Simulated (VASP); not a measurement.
A run of VASP 6.6.1 is set up as follows.

The input INCAR:

```
PREC = Accurate
ENCUT = 600
EDIFF = 1E-6
ISMEAR = 0
SIGMA = 0.05
LREAL = False
LASPH = True
NELM = 120
ALGO = Normal
ISIF = 2
LWAVE = False
LCHARG = False
GGA = PE
NBANDS = 26
GGA_COMPAT = False
```

KPOINTS

```
regular mesh
0
Gamma
  14 14 14
```

POSCAR

```
CrCuO2
1.0
    1.3384417522      0.7727497059      6.1062745000
   -1.3384417522      0.7727497059      6.1062745000
    0.0000000000     -1.5454994119      6.1062745000
Cr Cu O
1 1 2
Direct
    0.5000000000      0.5000000000      0.5000000000
    0.0000000000      0.0000000000      0.0000000000
    0.1019991550      0.1019991550      0.1019991550
    0.8980008450      0.8980008450      0.8980008450
```

Potentials or basis: VASP PAW PBE potentials, release 64 (Cr_pv, Cu, O).

Command:

```sh
$ cat potpaw_PBE.64/Cr_pv/POTCAR potpaw_PBE.64/Cu/POTCAR potpaw_PBE.64/O/POTCAR > POTCAR
$ mpirun -np 1 vasp_std > vasp.out
```

Problem. What does it give for the pressure?

Solution. 8.2 GPa.

Problem. What does it give for the largest force?

Solution. 0.006 eV/Å.

Problem. Predict the band gap on the k mesh.

Solution. Zero (an odd number of electrons rules out a gap without spin polarisation).

Stress tensor (GPa, compression positive):
```
7.99 0.00 0.00
0.00 7.99 0.00
0.00 0.00 8.56
```

Caveat: the cell stands under pressure; an odd number of electrons without spin polarisation forces a metal; a magnetic or distorted state may lie lower; the run has no spin polarisation, though such a crystal can be magnetic; semilocal functionals often make such compounds metallic where correlation or magnetic order opens a gap, which also shifts bond lengths. With open d or f shells a metallic result of PBE can be an artefact of self-interaction; +U or a hybrid may open a gap.
